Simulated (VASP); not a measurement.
Set up this calculation in VASP 6.6.1, as the native input.

| Item | Value |
| --- | --- |
| Task | single point |
| Functional | PBE |
| Potentials or basis | VASP PAW PBE potentials, release 64 (Si, W_sv) |
| Cutoff | 520 eV |
| k mesh | 20 × 20 × 20 |
| Occupations | gaussian, width 0.15 eV |
| Spin | no spin polarisation |
| Dipole correction | no |
| Further INCAR settings | ALGO = Normal; EDIFF = 1e-06; NBANDS = 18 |

The structure of Si2W lies in POSCAR:

```
Si2W
1.0
   -1.8566723053      1.8566723053      3.9334139095
    1.8566723053     -1.8566723053      3.9334139095
    1.8566723053      1.8566723053     -3.9334139095
Si W
2 1
Direct
    0.3345744059      0.3345744059      0.0000000000
    0.6654255941      0.6654255941      0.0000000000
    0.0000000000      0.0000000000      0.0000000000
```

This cell differs from its parent crystal: strain +0.1500 x Voigt [1, 1, 0, 0, 0, 0].

The input as run:

INCAR

```
SYSTEM = Si2W
PREC = Accurate
ENCUT = 520
EDIFF = 1E-6
ISMEAR = 0
SIGMA = 0.15
LREAL = .False.
LASPH = .True.
NELM = 80
ALGO = Normal
ISIF = 2
LWAVE = .False.
LCHARG = .True.
GGA = PE
LELF = .True.
LVHAR = .True.
NBANDS = 18
```

KPOINTS

```
Automatic mesh
0
Gamma
  20 20 20
  0 0 0
```

Potentials or basis: VASP PAW PBE potentials, release 64 (Si, W_sv).

Command:

```console
$ cat potpaw_PBE.64/Si/POTCAR potpaw_PBE.64/W_sv/POTCAR > POTCAR
$ mpirun -np 1 vasp_std > vasp.out
```

Results of the run:

The pressure is -28.6 GPa and the largest force is 0.293 eV/Å. The band gap on the k mesh is zero (band 11 reaches 8.18 eV, above the bottom of band 12 at 7.86 eV).

Caveat: the cell differs from its parent crystal (strain +0.1500 x Voigt [1, 1, 0, 0, 0, 0]); spin-orbit coupling is left out, which moves the levels of the heavy elements.

Run time: 8.6 min on 1 thread of Intel(R) Xeon(R) Platinum 8259CL CPU @ 2.50GHz (Skylake/Cascade Lake) (shared host), peak memory 0.67 GiB.
